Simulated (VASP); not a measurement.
# Hg (P6_3/mmc) in VASP: single point with PBE

Aim: the single point of Hg with PBE.

All numbers are computed with VASP 6.6.1; they aren't measurements. Logs are shortened: lines on timing, memory, paths and dates and some standing lists are left out, and cuts for length are marked.

## (1) The cell of the first run

The structure is hexagonal, space group P6_3/mmc (No. 194). Conventional cell: a = 3.462 Å, b = 3.462 Å, c = 5.488 Å, α = 90.00°, β = 90.00°, γ = 120.00°. Within 4.5 Å of Hg (site symmetry -6m2) lie 12 Hg at 3.39 to 3.46 Å.

## (2) Single point, PBE

INCAR

```
SYSTEM = Hg
  PREC = Accurate
  ENCUT = 520
  EDIFF = 1E-7
  ISMEAR = 0
  SIGMA = 0.05
  LREAL = .FALSE.
  LASPH = .TRUE.
  NELM = 80
  ALGO = Normal
  ISIF = 2
  LWAVE = .FALSE.
  LCHARG = .FALSE.
  GGA = PE
  NBANDS = 19
```

KPOINTS

```
Automatic mesh
0
G
  18 18 8
  0 0 0
```

POSCAR

```
Hg
1.0
    3.4618096400      0.0000000000      0.0000000000
   -1.7309048200      2.9980150900      0.0000000000
    0.0000000000      0.0000000000      5.4875482800
Hg
2
Direct
    0.6666666700      0.3333333300      0.7500000000
    0.3333333300      0.6666666700      0.2500000000
```

Potentials or basis: VASP PAW PBE potentials, release 64 (Hg).

Command:

```sh
$ cat potpaw_PBE.64/Hg/POTCAR > POTCAR
$ mpirun -np 1 vasp_std > vasp.out
```

OUTCAR:

```text
SYSTEM = Hg
   PREC = Accurate
   ENCUT = 520
   EDIFF = 1E-7
   ISMEAR = 0
   LREAL = .FALSE.
   LASPH = .TRUE.
   NELM = 80
   ISIF = 2
   GGA = PE

 ion  position               nearest neighbor table
   1  0.667  0.333  0.750-   2 3.39   2 3.39   2 3.39   2 3.39   2 3.39   2 3.39
   2  0.333  0.667  0.250-   1 3.39   1 3.39   1 3.39   1 3.39   1 3.39   1 3.39

  LATTYP: Found a hexagonal cell.
 ALAT       =     3.4618096400
 C/A-ratio  =     1.5851675426

  Lattice vectors:

 A1 = (   3.4618096400,   0.0000000000,   0.0000000000)
 A2 = (  -1.7309048200,   2.9980150900,   0.0000000000)
 A3 = (   0.0000000000,   0.0000000000,   5.4875482800)

Analysis of symmetry for initial positions (statically):
=====================================================================
 Subroutine PRICEL returns:
 Original cell was already a primitive cell.

 Routine SETGRP: Setting up the symmetry group for a
 hexagonal supercell.

 Subroutine GETGRP returns: Found 24 space group operations
 (whereof 12 operations were pure point group operations)
 out of a pool of 24 trial point group operations.

The static configuration has the point symmetry D_3d.
 The point group associated with its full space group is D_6h.

Analysis of symmetry for dynamics (positions and initial velocities):
=====================================================================
 Subroutine PRICEL returns:
 Original cell was already a primitive cell.

 Routine SETGRP: Setting up the symmetry group for a
 hexagonal supercell.

 Subroutine GETGRP returns: Found 24 space group operations
 (whereof 12 operations were pure point group operations)
 out of a pool of 24 trial point group operations.

The dynamic configuration has the point symmetry D_3d.
 The point group associated with its full space group is D_6h.

 Subroutine INISYM returns: Found 24 space group operations
 (whereof 12 operations are pure point group operations),
 and found     1 'primitive' translations

----------------------------------------------------------------------------------------

                                     Primitive cell

  volume of cell :      56.9528

  direct lattice vectors                    reciprocal lattice vectors
     3.461809640  0.000000000  0.000000000     0.288866259  0.166777012  0.000000000
    -1.730904820  2.998015090  0.000000000     0.000000000  0.333554025  0.000000000
     0.000000000  0.000000000  5.487548280     0.000000000  0.000000000  0.182230743

  length of vectors
     3.461809640  3.461809639  5.487548280     0.333554025  0.333554025  0.182230743

  position of ions in fractional coordinates (direct lattice)
     0.666666670  0.333333330  0.750000000
     0.333333330  0.666666670  0.250000000

  ion indices of the primitive-cell ions
   primitive index   ion index
                 1           1
                 2           2

----------------------------------------------------------------------------------------

 KPOINTS: Automatic mesh

Automatic generation of k-mesh.
 Grid dimensions read from file:
 generate k-points for:   18   18    8

 Generating k-lattice:

  Cartesian coordinates                     Fractional coordinates (reciprocal lattice)
     0.016048125  0.009265390  0.000000000     0.055555556  0.000000000  0.000000000
     0.000000000  0.018530779  0.000000000     0.000000000  0.055555556  0.000000000
     0.000000000  0.000000000  0.022778843     0.000000000  0.000000000  0.125000000

  Length of vectors
     0.018530779  0.018530779  0.022778843

  Shift w.r.t. Gamma in fractional coordinates (k-lattice)
     0.000000000  0.000000000  0.000000000

 Subroutine IBZKPT returns following result:
 ===========================================

 Found    185 irreducible k-points:

 Following reciprocal coordinates:
            Coordinates               Weight
  0.000000  0.000000  0.000000      1.000000
  0.055556  0.000000  0.000000      6.000000
  0.111111  0.000000  0.000000      6.000000
  0.166667  0.000000  0.000000      6.000000
  0.222222 -0.000000  0.000000      6.000000
  0.277778  0.000000  0.000000      6.000000
[... 16 lines left out ...]
  0.333333  0.111111  0.000000     12.000000
  0.388889  0.111111  0.000000     12.000000
 [... further k-points ...]
   k-points           NKPTS =    185   k-points in BZ     NKDIM =    185   number of bands    NBANDS=     19
   number of dos      NEDOS =    301   number of ions     NIONS =      2
   total plane-waves  NPLWV =  32928
   dimension x,y,z NGX =    28 NGY =   28 NGZ =   42
   dimension x,y,z NGXF=    56 NGYF=   56 NGZF=   84
   ions per type =               2
   NGX,Y,Z   is equivalent  to a cutoff of  13.45, 13.45, 12.72 a.u.
   NGXF,Y,Z  is equivalent  to a cutoff of  26.89, 26.89, 25.45 a.u.
 SYSTEM =  Hg
   PREC   = accura    normal or accurate (medium, high low for compatibility)
   ISTART =      0    job   : 0-new  1-cont  2-samecut
   ICHARG =      2    charge: 1-file 2-atom 10-const
   ISPIN  =      1    spin polarized calculation?
   LNONCOLLINEAR =      F non collinear calculations
   LSORBIT =      F    spin-orbit coupling
   LASPH  =      T    aspherical Exc in radial PAW
   ENCUT  =  520.0 eV  38.22 Ry    6.18 a.u.   6.44  6.44 10.20*2*pi/ulx,y,z
   NELM   =     80;   NELMIN=  2; NELMDL= -5     # of ELM steps
   EDIFF  = 0.1E-06   stopping-criterion for ELM
   LREAL  =      F    real-space projection
   EDIFFG = 0.1E-05   stopping-criterion for IOM
   NSW    =      0    number of steps for IOM
   IBRION =     -1    ionic relax: 0-MD 1-quasi-New 2-CG
   NFREE  =      0    steps in history (QN), initial steepest desc. (CG)
   ISIF   =      2    stress and relaxation
   ISYM   =      2    0-nonsym 1-usesym 2-fastsym
   POTIM  = 0.5000    time-step for ionic-motion
   TEBEG  =    0.0;   TEEND  =   0.0 temperature during run
   PSTRESS=    0.0 pullay stress
   NELECT =      24.0000    total number of electrons
   NUPDOWN=      -1.0000    fix difference up-down
   EMIN   =  10.00;   EMAX   =-10.00  energy-range for DOS
   EFERMI =   0.00;   METHOD = LEGACY
   ISMEAR =     0;   SIGMA  =   0.05  broadening in eV -4-tet -1-fermi 0-gaus
   EFERMI_NEDOS =   21; number of points for ismear=-14 and -15
   IALGO  =     38    algorithm
   IMIX   =      4    mixing-type and parameters
     AMIX     =   0.40;   BMIX     =  1.00
     AMIX_MAG =   1.60;   BMIX_MAG =  1.00
  volume/ion in A,a.u.               =      28.48       192.17
  Fermi-wavevector in a.u.,A,eV,Ry     =   1.227364  2.319382 20.496128  1.506423
  Thomas-Fermi vector in A             =   2.362330
   LORBIT       =      0    0 simple, 1 ext, 2 COOP (PROOUT), +10 PAW based schemes
   GGA     = PE    functional components
   LHFCALC =     F    Hartree Fock is set to
   AEXX    =    0.0000 exact exchange contribution
   IVDW    =     0    specifies the selected vdW correction
   LEPSILON=     F    determine dielectric tensor
   LRPA    =     F    only Hartree local field effects (RPA)
 non-spin polarized calculation
 Gauss-broadening in eV      SIGMA  =   0.05
  energy-cutoff  :      520.00
  volume of cell :       56.95
 maximum number of plane-waves:      1562
 NGX is ok and might be reduce to    28
   NGX = 13   NGY = 13   NGZ = 21

 number of electron      24.0000000 magnetization

 Free energy of the ion-electron system (eV)
  ---------------------------------------------------
  ext. energy  EPLUGINS =         0.00000000
  ---------------------------------------------------
  free energy    TOTEN  =        -0.35751314 eV

  energy without entropy =       -0.35722915  energy(sigma->0) =       -0.35737114

 E-fermi :   0.9765     XC(G=0):  -9.8337

 val. band max:        0.9759404700   @ k =   0.0556   0.0556   0.0000
 cond. band min:       0.9993418865   @ k =   0.2222   0.2222   0.0000
 fundamental gap:      0.0234014164
 Fermi energy:         0.9764952615

 k-point     1 :       0.0000    0.0000    0.0000
  band No.  band energies     occupation
      1      -6.2305      2.00000
      2      -5.6527      2.00000
      3      -5.0090      2.00000
      4      -5.0064      2.00000
      5      -5.0064      2.00000
      6      -4.9092      2.00000
[... 11 lines left out ...]
     18      14.2115      0.00000
     19      14.7653      0.00000

 k-point     2 :       0.0556    0.0000    0.0000
  band No.  band energies     occupation
      1      -6.1733      2.00000
      2      -5.6281      2.00000
      3      -5.0525      2.00000
      4      -4.9866      2.00000
      5      -4.9595      2.00000
      6      -4.9134      2.00000
[... 11 lines left out ...]
     18      14.7447      0.00000
     19      15.1260      0.00000

 k-point     3 :       0.1111    0.0000    0.0000
  band No.  band energies     occupation
      1      -6.0082      2.00000
      2      -5.5627      2.00000
      3      -5.0925      2.00000
      4      -4.9323      2.00000
      5      -4.9291      2.00000
      6      -4.8890      2.00000
[... 11 lines left out ...]
     18      14.7970      0.00000
     19      15.0781      0.00000

 k-point     4 :       0.1667    0.0000    0.0000
  band No.  band energies     occupation
      1      -5.7659      2.00000
      2      -5.4876      2.00000
      3      -5.1048      2.00000
      4      -4.9532      2.00000
      5      -4.9352      2.00000
      6      -4.9081      2.00000
[... 407 lines left out ...]
     18      11.5882      0.00000
     19      12.9521      0.00000

 k-point    23 :       0.3333    0.1111    0.0000
  band No.  band energies     occupation
      1      -5.5057      2.00000
      2      -5.3745      2.00000
      3      -5.3575      2.00000
      4      -5.0755      2.00000
      5      -4.8048      2.00000
      6      -4.7820      2.00000
[... 11 lines left out ...]
     18      11.2263      0.00000
     19      12.6775      0.00000

 k-point    24 :       0.3889    0.1111    0.0000
  band No.  band energies     occupation
      1      -5.5372      2.00000
      2      -5.4265      2.00000
      3      -5.3727      2.00000
      4      -5.0875      2.00000
      5      -4.8090      2.00000
      6      -4.7652      2.00000
[... 11 lines left out ...]
     18      10.9992      0.00000
     19      12.5126      0.00000

 [... further k-points ...]

------------------------ aborting loop because EDIFF is reached ----------------------------------------

  FORCE on cell =-STRESS in cart. coord.  units (eV):
  Direction    XX          YY          ZZ          XY          YZ          ZX
  --------------------------------------------------------------------------------------
  -------------------------------------------------------------------------------------
  Total        0.3751314      0.3751314      0.3545899      0.0000000     -0.0000000      0.0000000
  in kB       10.5530671     10.5530671      9.9751991      0.0000000     -0.0000000      0.0000000
  external PRESSURE =      10.3604444 kB  Pullay stress =       0.0000000 kB

 VOLUME and BASIS-vectors are now :
 -----------------------------------------------------------------------------
  energy-cutoff  :      520.00
  volume of cell :       56.95
      direct lattice vectors                 reciprocal lattice vectors
     3.461809640  0.000000000  0.000000000     0.288866259  0.166777012  0.000000000
    -1.730904820  2.998015090  0.000000000     0.000000000  0.333554025  0.000000000
     0.000000000  0.000000000  5.487548280     0.000000000  0.000000000  0.182230743

 POSITION                                       TOTAL-FORCE (eV/Angst)
 -----------------------------------------------------------------------------------
      1.73090      0.99934      4.11566        -0.000000     -0.000000      0.000000
     -0.00000      1.99868      1.37189         0.000000      0.000000      0.000000
 -----------------------------------------------------------------------------------
    total drift:                               -0.000003      0.000001     -0.000000

  FREE ENERGIE OF THE ION-ELECTRON SYSTEM (eV)
  ---------------------------------------------------
  free  energy   TOTEN  =        -0.3575131357 eV

  energy  without entropy=       -0.3572291478  energy(sigma->0) =       -0.35737114
```

Wall time 71 s (1 thread of Intel Xeon 6975P-C (Granite Rapids), shared host); peak memory 0.29 GiB.

What came out:

| Quantity | Value |
| --- | --- |
| Free energy | -0.3575 eV |
| Pressure | 1.0 GPa |
| Band gap on the k mesh | zero (band 12 reaches 1.00 eV, above the bottom of band 13 at 0.69 eV) |

Levels at points of the mesh, in eV from the Fermi level:
| k point | band 8 | band 9 | band 10 | band 11 | band 12 | band 13 | band 14 | band 15 | band 16 | band 17 |
| --- | --- | --- | --- | --- | --- | --- | --- | --- | --- | --- |
| (0.00, 0.00, 0.00) | -5.80 | -5.80 | -5.29 | -5.29 | -1.23 | -0.28 | 11.08 | 11.08 | 12.79 | 13.24 |
| (0.50, 0.00, 0.00) | -5.29 | -5.21 | -5.20 | -2.18 | -1.58 | 2.61 | 3.44 | 4.26 | 6.64 | 6.93 |
| (0.00, 0.00, 0.50) | -5.45 | -5.45 | -5.45 | -5.40 | -5.40 | 6.66 | 6.66 | 12.09 | 12.09 | 12.09 |
| (0.50, 0.00, 0.50) | -5.27 | -5.24 | -5.24 | -1.08 | -1.08 | 0.39 | 0.39 | 8.52 | 8.52 | 9.37 |

Caveat: spin-orbit coupling is left out, which moves the levels of the heavy elements.
